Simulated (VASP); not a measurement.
Crystal: Ag.

```xyz
2
Lattice="2.8919 0.0000 0.0000 -1.4459 2.5044 0.0000 0.0000 0.0000 4.7234" Properties=species:S:1:pos:R:3 pbc="T T T"
Ag    0.0000    1.6696    3.5425
Ag    1.4459    0.8348    1.1808
```

```yaml
Program: VASP 6.6.1
Task: relaxation of cell and atoms
Functional: PBE
Potentials_or_basis: VASP PAW PBE potentials, release 64 (Ag)
Cutoff: 600 eV
k_mesh: 8 × 8 × 4
Occupations: gaussian, width 0.05 eV
Spin: no spin polarisation
```

At the start: pressure 4.8 GPa; volume 17.10 Å³/atom.

**Question.** Where does the relaxation end?

**Answer.** Over 5 steps the energy falls by 12.1 meV/atom and the volume is 17.91 Å³/atom (+4.7 %); space group P6_3/mmc (No. 194, to 0.05 Å).

Step by step:
| step | energy change (eV) | largest force (eV/Å) | pressure (GPa) | volume (Å³) |
| --- | --- | --- | --- | --- |
| 1 | 0.0000 | 0.0000 | 4.83 | 34.21 |
| 2 | -0.0172 | 0.0000 | -2.21 | 36.83 |
| 3 | -0.0240 | 0.0000 | -0.05 | 35.87 |
| 4 | -0.0240 | 0.0000 | 0.00 | 35.83 |
| 5 | -0.0243 | 0.0000 | 0.09 | 35.82 |

Final structure:
```yaml
crystal:
  lattice:
    - [2.94422, 0.00000, 0.00000]
    - [-1.47211, 2.54977, 0.00000]
    - [0.00000, 0.00000, 4.77174]
  atoms:
    - { symbol: Ag, position: [0.33333, 0.66667, 0.75000] }
    - { symbol: Ag, position: [0.66667, 0.33333, 0.25000] }
```
